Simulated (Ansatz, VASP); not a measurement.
**One calculation of ScAl2As3, two programs**

```
Sc Al As
1.0
     5.24849    0.00000    0.00000
    -2.62425    4.54533    0.00000
     0.00000    0.00000    4.77202
Sc Al As
1 2 3
Direct
  0.00000 0.00000 0.00000
  0.33333 0.66667 0.00000
  0.66667 0.33333 0.00000
  0.29415 0.00000 0.50000
  0.00000 0.29415 0.50000
  0.70585 0.70585 0.50000
```

Alike in both runs: functional PBE; k mesh 6 × 6 × 2; occupations gaussian, width 0.1 eV; no spin polarisation.

Ansatz relaxed the structure, and its values are those at the end. VASP's run is a single point on that final structure, the one shown.

```csv
,VASP,Ansatz
version,VASP 6.6.1,Ansatz 0.2.0
potentials or method,"VASP PAW PBE potentials, release 64 (Sc_sv, Al, As), cutoff 520 eV","scalar-relativistic, plane waves, PAW"
valence electrons in the cell,32,62
```

Ansatz gave:

| Item | Value |
| --- | --- |
| gap on the k mesh at the Fermi level (eV) | none |
| pressure (GPa) | 0.1 |
| rms of the force components (eV/Å) | 0.003 |

Which values does VASP return?

gap on the k mesh at the Fermi level (eV): none; pressure (GPa): 0.3; rms of the force components (eV/Å): 0.010.

A gap of «none» marks a metal or a gap that the smearing closes. VASP's potentials hold 32 valence electrons a cell and Ansatz's 62, so a difference there can come from the potentials and not from the codes.

The k mesh is coarse, so the values compare programs but aren't converged.
